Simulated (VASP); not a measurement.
**TiTe2: single point with PBE**

Crystal: TiTe2.

```
Ti Te
1.0
     6.15940    0.00000    0.00000
     0.00000    6.15940    0.00000
     0.00000    0.00000    4.08620
Ti Te
2 4
Cartesian
  0.0000 0.0000 0.0000
  3.0797 3.0797 2.0431
  1.1999 4.9595 2.0431
  1.8798 1.8798 0.0000
  4.2796 4.2796 0.0000
  4.9595 1.1999 2.0431
```

```
Program                : VASP 6.6.1
Task                   : single point
Functional             : PBE
Potentials or basis    : VASP PAW PBE potentials, release 64 (Ti_sv, Te)
Cutoff                 : 520 eV
k mesh                 : 4 × 4 × 4
Occupations            : gaussian, width 0.1 eV
Spin                   : no spin polarisation
Dipole correction      : no
Further INCAR settings : ALGO = Normal; EDIFF = 1e-06; NBANDS = 33
```

The pressure is 9.3 GPa, the largest force is 0.529 eV/Å and the band gap on the k mesh is zero (bands 24 and 25 overlap by 0.27 eV).

Forces on the atoms (eV/Å):
```
Ti   0.000  0.000  0.000
Ti   0.000  0.000  0.000
Te   0.374 -0.374  0.000
Te  -0.374 -0.374  0.000
Te   0.374  0.374  0.000
Te  -0.374  0.374  0.000
```

Stress tensor (GPa, compression positive):
```
11.39  0.00  0.00
 0.00 11.39  0.00
 0.00  0.00  5.12
```

Levels at points of the mesh, in eV from the Fermi level:
```csv
k point,band 21,band 22,band 23,band 24,band 25,band 26,band 27,band 28
"(0.00, 0.00, 0.00)",-0.29,0.02,0.12,0.12,0.18,0.20,0.98,0.98
"(0.50, 0.00, 0.00)",-1.63,-1.63,-0.30,-0.30,0.35,0.35,0.67,0.67
"(0.50, 0.50, 0.00)",-1.38,-1.38,-0.69,-0.69,-0.07,-0.07,0.14,0.14
"(0.00, 0.00, 0.50)",-2.28,-2.28,-1.77,-1.77,0.43,0.43,1.04,1.04
"(0.50, 0.00, 0.50)",-2.00,-2.00,-0.72,-0.72,-0.14,-0.14,0.48,0.48
"(0.50, 0.50, 0.50)",-1.18,-1.18,-0.36,-0.36,0.47,0.47,0.78,0.78
```

Run time: 53 s on 1 thread of Intel(R) Xeon(R) 6975P-C (Granite Rapids), on a shared host, peak memory 0.28 GiB.

Caveat: the k points lie up to 0.38 Å⁻¹ apart; spin-orbit coupling is left out, which moves the levels of the heavy elements.
